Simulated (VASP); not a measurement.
# S (Pm-3m) in VASP: notebook

The runs below take S through single point, relaxation of cell and atoms, with PBEsol.

Program: VASP 6.6.1. These are calculated values, not measurements. Logs are shortened: lines on timing, memory, paths and dates and some standing lists are left out, and cuts for length are marked.

### 1 The cell of the first run

The structure is cubic, space group Pm-3m (No. 221). The conventional cell has a = 2.523 Å, b = 2.523 Å, c = 2.523 Å, α = 90.00°, β = 90.00°, γ = 90.00°. S (site symmetry m-3m) has 6 S at 2.52 Å within 3.3 Å.

### 2 Single point, PBEsol

INCAR

```
PREC     = Accurate       # precision mode
ENCUT    = 520            # plane-wave cutoff, eV
EDIFF    = 1E-6           # SCF threshold, eV
ISMEAR   = -1             # smearing method
SIGMA    = 0.1            # smearing width, eV
LREAL    = F              # projectors in reciprocal space
LASPH    = T              # aspherical terms in the spheres
NELM     = 80             # most SCF steps
ALGO     = Normal         # electronic algorithm
ISIF     = 2              # what is computed and relaxed
LWAVE    = F              # write WAVECAR
LCHARG   = T              # write CHGCAR
GGA      = PS             # functional
LELF     = T              # ELF
LVHAR    = T            
NBANDS   = 9              # bands
```

KPOINTS

```
regular mesh
0
Gamma
  6 6 6
```

POSCAR

```
S
1.0
    2.5233583169      0.0000000000      0.0000000000
    0.0000000000      2.5233583169      0.0000000000
    0.0000000000      0.0000000000      2.5233583169
S
1
Direct
    0.0000000000      0.0000000000      0.0000000000
```

Potentials or basis: VASP PAW PBE potentials, release 64 (S).

Launch:

```console
$ cat potpaw_PBE.64/S/POTCAR > POTCAR
$ mpirun -np 1 vasp_std > vasp.out
```

OUTCAR:

```text
PREC = Accurate
   ENCUT = 520
   EDIFF = 1E-6
   ISMEAR = -1
   LREAL = F
   LASPH = T
   NELM = 80
   ISIF = 2
   GGA = PS

 ion  position               nearest neighbor table
   1  0.000  0.000  0.000-

  LATTYP: Found a simple cubic cell.
 ALAT       =     2.5233583169

  Lattice vectors:

 A1 = (   2.5233583169,   0.0000000000,   0.0000000000)
 A2 = (   0.0000000000,   2.5233583169,   0.0000000000)
 A3 = (   0.0000000000,   0.0000000000,   2.5233583169)

Analysis of symmetry for initial positions (statically):
=====================================================================
 Subroutine PRICEL returns:
 Original cell was already a primitive cell.

 Routine SETGRP: Setting up the symmetry group for a
 simple cubic supercell.

 Subroutine GETGRP returns: Found 48 space group operations
 (whereof 48 operations were pure point group operations)
 out of a pool of 48 trial point group operations.

The static configuration has the point symmetry O_h .

Analysis of symmetry for dynamics (positions and initial velocities):
=====================================================================
 Subroutine PRICEL returns:
 Original cell was already a primitive cell.

 Routine SETGRP: Setting up the symmetry group for a
 simple cubic supercell.

 Subroutine GETGRP returns: Found 48 space group operations
 (whereof 48 operations were pure point group operations)
 out of a pool of 48 trial point group operations.

The dynamic configuration has the point symmetry O_h .

 Subroutine INISYM returns: Found 48 space group operations
 (whereof 48 operations are pure point group operations),
 and found     1 'primitive' translations

----------------------------------------------------------------------------------------

                                     Primitive cell

  volume of cell :      16.0671

  direct lattice vectors                    reciprocal lattice vectors
     2.523358317  0.000000000  0.000000000     0.396297265  0.000000000  0.000000000
     0.000000000  2.523358317  0.000000000     0.000000000  0.396297265  0.000000000
     0.000000000  0.000000000  2.523358317     0.000000000  0.000000000  0.396297265

  length of vectors
     2.523358317  2.523358317  2.523358317     0.396297265  0.396297265  0.396297265

  position of ions in fractional coordinates (direct lattice)
     0.000000000  0.000000000  0.000000000

  ion indices of the primitive-cell ions
   primitive index   ion index
                 1           1

----------------------------------------------------------------------------------------

 KPOINTS: regular mesh

Automatic generation of k-mesh.
 Grid dimensions read from file:
 generate k-points for:    6    6    6

 Generating k-lattice:

  Cartesian coordinates                     Fractional coordinates (reciprocal lattice)
     0.066049544  0.000000000  0.000000000     0.166666667  0.000000000  0.000000000
     0.000000000  0.066049544  0.000000000     0.000000000  0.166666667  0.000000000
     0.000000000  0.000000000  0.066049544     0.000000000  0.000000000  0.166666667

  Length of vectors
     0.066049544  0.066049544  0.066049544

  Shift w.r.t. Gamma in fractional coordinates (k-lattice)
     0.000000000  0.000000000  0.000000000

 Subroutine IBZKPT returns following result:
 ===========================================

 Found     20 irreducible k-points:

 Following reciprocal coordinates:
            Coordinates               Weight
  0.000000  0.000000  0.000000      1.000000
  0.166667  0.000000  0.000000      6.000000
  0.333333  0.000000  0.000000      6.000000
  0.500000  0.000000  0.000000      3.000000
  0.166667  0.166667  0.000000     12.000000
  0.333333  0.166667  0.000000     24.000000
[... 12 lines left out ...]
  0.500000  0.500000  0.333333      6.000000
  0.500000  0.500000  0.500000      1.000000
   k-points           NKPTS =     20   k-points in BZ     NKDIM =     20   number of bands    NBANDS=      9
   number of dos      NEDOS =    301   number of ions     NIONS =      1
   total plane-waves  NPLWV =   8000
   dimension x,y,z NGX =    20 NGY =   20 NGZ =   20
   dimension x,y,z NGXF=    40 NGYF=   40 NGZF=   40
   ions per type =               1
   NGX,Y,Z   is equivalent  to a cutoff of  13.18, 13.18, 13.18 a.u.
   NGXF,Y,Z  is equivalent  to a cutoff of  26.35, 26.35, 26.35 a.u.
 SYSTEM =  unknown system
   PREC   = accura    normal or accurate (medium, high low for compatibility)
   ISTART =      0    job   : 0-new  1-cont  2-samecut
   ICHARG =      2    charge: 1-file 2-atom 10-const
   ISPIN  =      1    spin polarized calculation?
   LNONCOLLINEAR =      F non collinear calculations
   LSORBIT =      F    spin-orbit coupling
   LASPH  =      T    aspherical Exc in radial PAW
   ENCUT  =  520.0 eV  38.22 Ry    6.18 a.u.   4.69  4.69  4.69*2*pi/ulx,y,z
   NELM   =     80;   NELMIN=  2; NELMDL= -5     # of ELM steps
   EDIFF  = 0.1E-05   stopping-criterion for ELM
   LREAL  =      F    real-space projection
   EDIFFG = 0.1E-04   stopping-criterion for IOM
   NSW    =      0    number of steps for IOM
   IBRION =     -1    ionic relax: 0-MD 1-quasi-New 2-CG
   NFREE  =      0    steps in history (QN), initial steepest desc. (CG)
   ISIF   =      2    stress and relaxation
   ISYM   =      2    0-nonsym 1-usesym 2-fastsym
   POTIM  = 0.5000    time-step for ionic-motion
   TEBEG  =    0.0;   TEEND  =   0.0 temperature during run
   PSTRESS=    0.0 pullay stress
   NELECT =       6.0000    total number of electrons
   NUPDOWN=      -1.0000    fix difference up-down
   EMIN   =  10.00;   EMAX   =-10.00  energy-range for DOS
   EFERMI =   0.00;   METHOD = LEGACY
   ISMEAR =    -1;   SIGMA  =   0.10  broadening in eV -4-tet -1-fermi 0-gaus
   EFERMI_NEDOS =   21; number of points for ismear=-14 and -15
   IALGO  =     38    algorithm
   IMIX   =      4    mixing-type and parameters
     AMIX     =   0.40;   BMIX     =  1.00
     AMIX_MAG =   1.60;   BMIX_MAG =  1.00
  volume/ion in A,a.u.               =      16.07       108.43
  Fermi-wavevector in a.u.,A,eV,Ry     =   1.178907  2.227812 18.909682  1.389822
  Thomas-Fermi vector in A             =   2.315228
   LORBIT       =      0    0 simple, 1 ext, 2 COOP (PROOUT), +10 PAW based schemes
   GGA     = PS    functional components
   LHFCALC =     F    Hartree Fock is set to
   AEXX    =    0.0000 exact exchange contribution
   IVDW    =     0    specifies the selected vdW correction
   LEPSILON=     F    determine dielectric tensor
   LRPA    =     F    only Hartree local field effects (RPA)
 non-spin polarized calculation
  energy-cutoff  :      520.00
  volume of cell :       16.07
 maximum number of plane-waves:       461
 NGX is ok and might be reduce to    20
   NGX =  9   NGY =  9   NGZ =  9

 number of electron       5.9999999 magnetization

 Free energy of the ion-electron system (eV)
  ---------------------------------------------------
  ext. energy  EPLUGINS =         0.00000000
  ---------------------------------------------------
  free energy    TOTEN  =        -3.84994622 eV

  energy without entropy =       -3.83237104  energy(sigma->0) =       -3.84115863

 E-fermi :   7.9170     XC(G=0): -11.0492

 val. band max:        7.4003246321   @ k =   0.3333   0.1667   0.1667
 cond. band min:       8.0343107075   @ k =   0.5000   0.1667   0.1667
 fundamental gap:      0.6339860755
 Fermi energy:         7.9170078521

 k-point     1 :       0.0000    0.0000    0.0000
  band No.  band energies     occupation
      1      -9.7746      2.00000
      2       9.5275      0.00000
      3       9.5275      0.00000
      4       9.5275      0.00000
      5      15.0404      0.00000
      6      15.0404      0.00000
      7      18.5003      0.00000
      8      30.2617      0.00000
      9      30.2617      0.00000

 k-point     2 :       0.1667    0.0000    0.0000
  band No.  band energies     occupation
      1      -9.2535      2.00000
      2       5.8548      2.00000
      3       9.8784      0.00000
      4       9.8784      0.00000
      5      15.4750      0.00000
      6      17.5250      0.00000
      7      20.9171      0.00000
      8      27.1800      0.00000
      9      27.1800      0.00000

 k-point     3 :       0.3333    0.0000    0.0000
  band No.  band energies     occupation
      1      -7.8484      2.00000
      2       1.3650      2.00000
      3      10.7181      0.00000
      4      10.7181      0.00000
      5      16.5433      0.00000
      6      19.6310      0.00000
      7      23.4122      0.00000
      8      23.4122      0.00000
      9      24.4758      0.00000

 k-point     4 :       0.5000    0.0000    0.0000
  band No.  band energies     occupation
      1      -6.7072      2.00000
      2      -0.8560      2.00000
      3      11.2449      0.00000
      4      11.2449      0.00000
      5      17.2452      0.00000
      6      21.8392      0.00000
      7      21.8392      0.00000
      8      22.0542      0.00000
      9      22.5972      0.00000
[... 157 lines left out ...]
 k-point    18 :       0.5000    0.3333    0.3333
  band No.  band energies     occupation
      1      -2.8348      2.00000
      2       2.3722      2.00000
      3       4.9312      2.00000
      4       5.8073      2.00000
      5      13.4849      0.00000
      6      14.4737      0.00000
      7      16.9397      0.00000
      8      24.3282      0.00000
      9      30.4641      0.00000

 k-point    19 :       0.5000    0.5000    0.3333
  band No.  band energies     occupation
      1      -1.6100      2.00000
      2       3.1426      2.00000
      3       3.1426      2.00000
      4       6.1098      2.00000
      5      11.9937      0.00000
      6      15.1248      0.00000
      7      15.1248      0.00000
      8      21.9838      0.00000
      9      32.0070      0.00000

 k-point    20 :       0.5000    0.5000    0.5000
  band No.  band energies     occupation
      1      -0.2802      2.00000
      2       3.8505      2.00000
      3       3.8505      2.00000
      4       3.8505      2.00000
      5      13.2522      0.00000
      6      13.2522      0.00000
      7      13.2522      0.00000
      8      19.4572      0.00000
      9      36.3568      0.00000

------------------------ aborting loop because EDIFF is reached ----------------------------------------

  FORCE on cell =-STRESS in cart. coord.  units (eV):
  Direction    XX          YY          ZZ          XY          YZ          ZX
  --------------------------------------------------------------------------------------
  -------------------------------------------------------------------------------------
  Total        0.0125426      0.0125426      0.0125426      0.0000000      0.0000000     -0.0000000
  in kB        1.2507271      1.2507271      1.2507271      0.0000000      0.0000000     -0.0000000
  external PRESSURE =       1.2507271 kB  Pullay stress =       0.0000000 kB

 VOLUME and BASIS-vectors are now :
 -----------------------------------------------------------------------------
  energy-cutoff  :      520.00
  volume of cell :       16.07
      direct lattice vectors                 reciprocal lattice vectors
     2.523358317  0.000000000  0.000000000     0.396297265  0.000000000  0.000000000
     0.000000000  2.523358317  0.000000000     0.000000000  0.396297265  0.000000000
     0.000000000  0.000000000  2.523358317     0.000000000  0.000000000  0.396297265

 POSITION                                       TOTAL-FORCE (eV/Angst)
 -----------------------------------------------------------------------------------
      0.00000      0.00000      0.00000         0.000000      0.000000      0.000000
 -----------------------------------------------------------------------------------
    total drift:                               -0.000000     -0.000000      0.000000

  FREE ENERGIE OF THE ION-ELECTRON SYSTEM (eV)
  ---------------------------------------------------
  free  energy   TOTEN  =        -3.8499462222 eV

  energy  without entropy=       -3.8323710410  energy(sigma->0) =       -3.84115863
```

It took 3.6 s on 1 thread of Intel Xeon 6975P-C, shared host; peak memory 0.11 GiB.

What came out:

- Free energy: -3.8499 eV
- Pressure: 0.1 GPa
- Band gap on the k mesh: zero (band 3 reaches 11.24 eV, above the bottom of band 4 at 3.85 eV)

Levels at points of the mesh, in eV from the Fermi level:
```csv
k point,band 1,band 2,band 3,band 4,band 5,band 6,band 7
"(0.00, 0.00, 0.00)",-17.69,1.61,1.61,1.61,7.12,7.12,10.58
"(0.50, 0.00, 0.00)",-14.62,-8.77,3.33,3.33,9.33,13.92,13.92
"(0.50, 0.50, 0.00)",-11.52,-6.25,-6.25,2.00,4.85,14.35,16.04
"(0.50, 0.50, 0.50)",-8.20,-4.07,-4.07,-4.07,5.34,5.34,5.34
```

Caveat: the k points lie up to 0.42 Å⁻¹ apart; the PAW data sets were made with another functional, which shifts forces and pressure a little.

### 3 Relaxation of cell and atoms, PBEsol

This run uses another cell than the first one, of 20.35 Å³/atom, 1.266 times its volume.

INCAR

```
SYSTEM = S
ALGO     = Normal         ! electronic algorithm
EDIFF    = 1E-6           ! SCF threshold, eV
EDIFFG   = -0.02          ! ionic threshold
ENCUT    = 600            ! plane-wave cutoff, eV
GGA      = PS             ! functional
IBRION   = 2              ! ionic algorithm
ISIF     = 3              ! what is computed and relaxed
ISMEAR   = -1             ! smearing method
LASPH    = .TRUE.         ! aspherical terms in the spheres
LCHARG   = .FALSE.        ! write CHGCAR
LREAL    = .FALSE.        ! projectors in reciprocal space
LWAVE    = .FALSE.        ! write WAVECAR
NELM     = 60             ! most SCF steps
NSW      = 80             ! ionic steps
PREC     = Accurate       ! precision mode
SIGMA    = 0.1            ! smearing width, eV
```

KPOINTS

```
k-points
0
G
  6 6 6
  0 0 0
```

POSCAR

```
S
1.0
    2.7300000000      0.0000000000      0.0000000000
    0.0000000000      2.7300000000      0.0000000000
    0.0000000000      0.0000000000      2.7300000000
S
1
Direct
    0.0000000000      0.0000000000      0.0000000000
```

Potentials or basis: VASP PAW PBE potentials, release 64 (S).

Launch:

```console
$ cat potpaw_PBE.64/S/POTCAR > POTCAR
$ mpirun -np 1 vasp_std > vasp.out
```

Wall time 7.2 s (1 thread of Intel Xeon 6975P-C, shared host); peak memory 0.13 GiB.

The run converged. Its results:

```
Free energy                            : -3.8505 eV
Relaxed volume                         : 16.09 Å³/atom
Relaxed cell                           : a = 2.525 Å, b = 2.525 Å, c = 2.525 Å, α = 90.00°, β = 90.00°, γ = 90.00°
Space group after relaxing (to 0.05 Å) : Pm-3m (No. 221)
Energy gained by relaxing              : 215.5 meV/atom
Ionic steps                            : 3
Pressure after relaxing                : 0.0 GPa
Band gap on the k mesh                 : zero (band 3 reaches 11.22 eV, above the bottom of band 4 at 3.83 eV)
```

Step by step:
```csv
step,energy change (eV),largest force (eV/Å),pressure (GPa),volume (Å³)
1,0.0000,0.0000,-13.06,20.35
2,-0.2143,0.0000,1.56,15.84
3,-0.2155,0.0000,0.04,16.09
```

Final structure:
```xyz
1
Lattice="2.5245 0.0000 0.0000 0.0000 2.5245 0.0000 0.0000 0.0000 2.5245" Properties=species:S:1:pos:R:3 pbc="T T T"
S     0.0000    0.0000    0.0000
```

Levels at points of the mesh, in eV from the Fermi level:
```csv
k point,band 1,band 2,band 3,band 4,band 5,band 6,band 7
"(0.00, 0.00, 0.00)",-17.68,1.61,1.61,1.61,7.13,7.13,10.57
"(0.50, 0.00, 0.00)",-14.61,-8.76,3.32,3.32,9.33,13.92,14.12
"(0.50, 0.50, 0.00)",-11.52,-6.24,-6.24,2.01,4.84,14.34,16.03
"(0.50, 0.50, 0.50)",-8.20,-4.06,-4.06,-4.06,5.34,5.34,5.34
```

Caveat: the k points lie up to 0.41 Å⁻¹ apart in the final cell; the volume moved by over 15 % at a fixed basis, so the end points are rough; the PAW data sets were made with another functional, which shifts forces and pressure a little.

### 4 Relaxation of cell and atoms, PBEsol, target pressure 20 GPa, at which the enthalpy is minimised

This run uses another cell than the first one, of 20.35 Å³/atom, 1.266 times its volume.

INCAR

```
SYSTEM = S
  ALGO = Normal
  EDIFF = 1E-6
  EDIFFG = -0.02
  ENCUT = 600
  GGA = PS
  IBRION = 2
  ISIF = 3
  ISMEAR = -1
  LASPH = .True.
  LCHARG = .False.
  LREAL = .False.
  LWAVE = .False.
  NELM = 80
  NSW = 80
  PREC = Accurate
  PSTRESS = 200.0
  SIGMA = 0.1
```

KPOINTS

```
k-points
0
Gamma
  6 6 6
  0 0 0
```

POSCAR is that of step 3.

Launch:

```console
$ cat potpaw_PBE.64/S/POTCAR > POTCAR
$ mpirun -np 1 vasp_std > vasp.out
```

It used 6.8 s of CPU time on 1 thread of Intel Xeon 6975P-C, with other jobs on the host.

The run converged. Its results:

* Free energy: -3.7275 eV
* Relaxed volume: 13.84 Å³/atom
* Relaxed cell: a = 2.401 Å, b = 2.401 Å, c = 2.401 Å, α = 90.00°, β = 90.00°, γ = 90.00°
* Space group after relaxing (to 0.05 Å): Pm-3m (No. 221)
* Energy change on relaxing (the enthalpy is what falls): -92.5 meV/atom
* Ionic steps: 4
* Pressure after relaxing: 20.0 GPa
* Band gap on the k mesh: zero (band 3 reaches 14.51 eV, above the bottom of band 4 at 5.63 eV)

The path:
| step | energy change (eV) | largest force (eV/Å) | pressure (GPa) | volume (Å³) |
| --- | --- | --- | --- | --- |
| 1 | 0.0000 | 0.0000 | -13.06 | 20.35 |
| 2 | 0.9869 | 0.0000 | 92.62 | 10.32 |
| 3 | -0.1060 | 0.0000 | 18.60 | 13.95 |
| 4 | -0.0925 | 0.0000 | 19.99 | 13.84 |

Final structure:
```yaml
crystal:
  lattice:
    - [2.40068, 0.00000, 0.00000]
    - [0.00000, 2.40068, 0.00000]
    - [0.00000, 0.00000, 2.40068]
  atoms:
    - { symbol: S, position: [0.00000, 0.00000, 0.00000] }
```

Levels at points of the mesh, in eV from the Fermi level:
| k point | band 1 | band 2 | band 3 | band 4 | band 5 | band 6 | band 7 |
| --- | --- | --- | --- | --- | --- | --- | --- |
| (0.00, 0.00, 0.00) | -19.48 | 1.94 | 1.94 | 1.94 | 6.51 | 6.51 | 11.87 |
| (0.50, 0.00, 0.00) | -15.68 | -10.43 | 4.14 | 4.14 | 9.00 | 14.12 | 15.57 |
| (0.50, 0.50, 0.00) | -11.74 | -7.40 | -7.40 | 0.75 | 6.10 | 15.39 | 16.54 |
| (0.50, 0.50, 0.50) | -7.30 | -4.74 | -4.74 | -4.74 | 4.48 | 4.48 | 4.48 |

Caveat: the k points lie up to 0.44 Å⁻¹ apart in the final cell; the cell is relaxed towards a set pressure, so the enthalpy falls and the energy may rise; the volume moved by over 15 % at a fixed basis, so the end points are rough; the PAW data sets were made with another functional, which shifts forces and pressure a little.

### 5 Overview

```tsv
task	cell	cutoff (eV)	gap on the mesh (eV)	pressure (GPa)
single point	a = 2.523 Å, 1 atom	520	none	0.1
relaxation of cell and atoms	relaxed from a = 2.730 Å, 1 atom	600	none	0.0
relaxation of cell and atoms	relaxed to 20 GPa from a = 2.730 Å, 1 atom	600	none	20.0
```

Alike in all rows: level PBEsol; potentials or basis VASP PAW PBE potentials, release 64 (S); no spin polarisation; k mesh 6 × 6 × 6; smearing fermi-dirac 0.1 eV.

Caveats: all runs use coarse meshes; the PAW data sets were made with another functional, which shifts forces and pressure a little; the volume moved by over 15 % at a fixed basis, so the end points are rough (some runs); the cell is relaxed towards a set pressure, so the enthalpy falls and the energy may rise (some runs).

Absolute energies hang on the potentials; compare differences alone.
